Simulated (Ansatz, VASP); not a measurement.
**Zr in VASP and in Ansatz**

```
Zr
1.0
     0.00000    2.43623    2.43623
     2.43623    0.00000    2.43623
     2.43623    2.43623    0.00000
Zr
2
Direct
  0.87500 0.87500 0.87500
  0.12500 0.12500 0.12500
```

Change from the starting cell: volume scaled by 0.5, LAPW.

Alike in both runs: task single point; functional PBEsol; k mesh 12 × 12 × 12; occupations fermi-dirac, width 0.1 eV; no spin polarisation.

|  | VASP | Ansatz |
| --- | --- | --- |
| version | VASP 6.6.1 | Ansatz 0.2.0 |
| potentials or method | VASP PAW PBE potentials, release 64 (Zr_sv), cutoff 520 eV | all-electron LAPW, scalar-relativistic |

|  | VASP | Ansatz | Ansatz less VASP |
| --- | --- | --- | --- |
| pressure (GPa) | 139.2 | 135.7 | -3.54 |

VASP's potentials were made for PBE, not for PBEsol. Both programs put the cell under a high pressure, so it lies far from rest at this level. Ansatz ran all-electron here, and VASP with PAW potentials.

Noted on VASP's run: the cell as given lies far from equilibrium.
